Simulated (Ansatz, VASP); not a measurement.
# HfN: VASP beside Ansatz

The input POSCAR:

```
HfN
1.0
    0.0000000000      2.4548200000      2.4548200000
    2.4548200000      0.0000000000      2.4548200000
    2.4548200000      2.4548200000      0.0000000000
Hf N
1 1
Direct
    0.0006411053      0.0045688947     -0.0006188947
    0.7503800000      0.7548900000      0.7493100000
```

INCAR.step1

```
SYSTEM = HfN
PREC = Accurate
ENCUT = 520
ISMEAR = 1
SIGMA = 0.1
LREAL = .FALSE.
LASPH = .TRUE.
NELM = 60
NBANDS = 14
GGA = PE
ALGO = Normal
EDIFF = 1E-4
LWAVE = .TRUE.
LCHARG = .FALSE.
```

INCAR.step2

```
SYSTEM = HfN
PREC = Accurate
ENCUT = 520
EDIFF = 1E-6
ISMEAR = 1
SIGMA = 0.1
LREAL = .FALSE.
LASPH = .TRUE.
NELM = 60
ALGO = Normal
ISIF = 2
LWAVE = .FALSE.
LCHARG = .FALSE.
METAGGA = R2SCAN
LMIXTAU = .TRUE.
IVDW = 13
VDW_S6 = 1.0
VDW_S8 = 0.6018749
VDW_A1 = 0.51559235
VDW_A2 = 5.77342911
NBANDS = 14
ISTART = 1
```

File KPOINTS:

```
regular mesh
0
G
  7 7 7
  0 0 0
```

Input for Ansatz:

```yaml
crystal:
  lattice:
    - [0.0, 2.45482, 2.45482]
    - [2.45482, 0.0, 2.45482]
    - [2.45482, 2.45482, 0.0]
  atoms:
    - { symbol: Hf, position: [0.0006411052541530535, 0.004568894745846946, -0.0006188947458469463] }
    - { symbol: "N", position: [0.75038, 0.75489, 0.74931] }
basis:
  ecutwfc: 650.0
  xc_grid: 2
kpoints:
  mp_grid:
    grid: [7, 7, 7]
hamiltonian:
  xc: r2scan
  dispersion: d4
scf:
  convergence:
    dr2_threshold: 1.0e-09
  occupations:
    method: cold
output:
  forces: true
  stress: true
```

Alike in both runs: task single point; functional r2SCAN; dispersion D4; k mesh 7 × 7 × 7; no spin polarisation.

|  | VASP | Ansatz |
| --- | --- | --- |
| version | VASP 6.6.1 | Ansatz 0.2.0 |
| potentials or method | VASP PAW PBE potentials, release 64 (Hf_pv, N), cutoff 520 eV | plane waves, PAW |
| occupations | methfessel-paxton of order 1, width 0.1 eV | cold |
| valence electrons in the cell | 15 | 31 |

Ansatz gave:

| Quantity | Value |
| --- | --- |
| pressure (GPa) | -3.3 |
| rms of the force components (eV/Å) | 0.007 |

Question: Estimate VASP's values.

Answer: Pressure (GPa): -4.7; rms of the force components (eV/Å): 0.006.

VASP's potentials were made for PBE, not for r2SCAN. Atom by atom the forces differ by 0.001 eV/Å (rms over components). VASP's potentials hold 15 valence electrons a cell and Ansatz's 31, so a difference there can come from the potentials and not from the codes. Ansatz's warnings: stress scf threshold loose.

Neither program's run includes spin-orbit coupling.
